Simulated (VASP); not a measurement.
Set up this calculation in VASP 6.6.1, as the native input.

| Quantity | Value |
| --- | --- |
| Task | single point |
| Functional | PBE |
| Potentials or basis | VASP PAW PBE potentials, release 64 (Si, Be) |
| Cutoff | 520 eV |
| k mesh | 9 × 9 × 9 |
| Occupations | fermi-dirac, width 0.05 eV |
| Spin | no spin polarisation |
| Dipole correction | no |
| Further INCAR settings | ALGO = Normal; EDIFF = 1e-06; NBANDS = 11 |

The structure of Be2Si lies in POSCAR:

```
Be2Si
1.0
    0.0000000000      2.6400000000      2.6400000000
    2.6136000000      0.0000000000      2.6400000000
    2.6136000000      2.6400000000      0.0000000000
Si Be
1 2
Direct
    0.0000000000      0.0000000000      0.0000000000
    0.2500000000      0.2500000000      0.2500000000
    0.7500000000      0.7500000000      0.7500000000
```

These files were run (other wordings do the same):

INCAR

```
PREC = Accurate
ENCUT = 520
EDIFF = 1E-6
ISMEAR = -1
SIGMA = 0.05
LREAL = F
LASPH = T
NELM = 60
ALGO = Normal
ISIF = 2
LWAVE = F
LCHARG = F
GGA = PE
NBANDS = 11
```

KPOINTS

```
regular mesh
0
Gamma
  9 9 9
```

Potentials or basis: VASP PAW PBE potentials, release 64 (Si, Be).

The run is started by

```console
$ cat potpaw_PBE.64/Si/POTCAR potpaw_PBE.64/Be/POTCAR > POTCAR
$ mpirun -np 1 vasp_std > vasp.out
```

Results of the run:

```
Pressure               : 1.2 GPa
Band gap on the k mesh : zero (band 4 reaches 7.19 eV, above the bottom of band 5 at 6.51 eV)
```

Wall time 11 s on 1 thread of Intel(R) Xeon(R) Platinum 8481C CPU @ 2.70GHz (Sapphire Rapids), with other jobs on the host, peak memory 0.16 GiB.
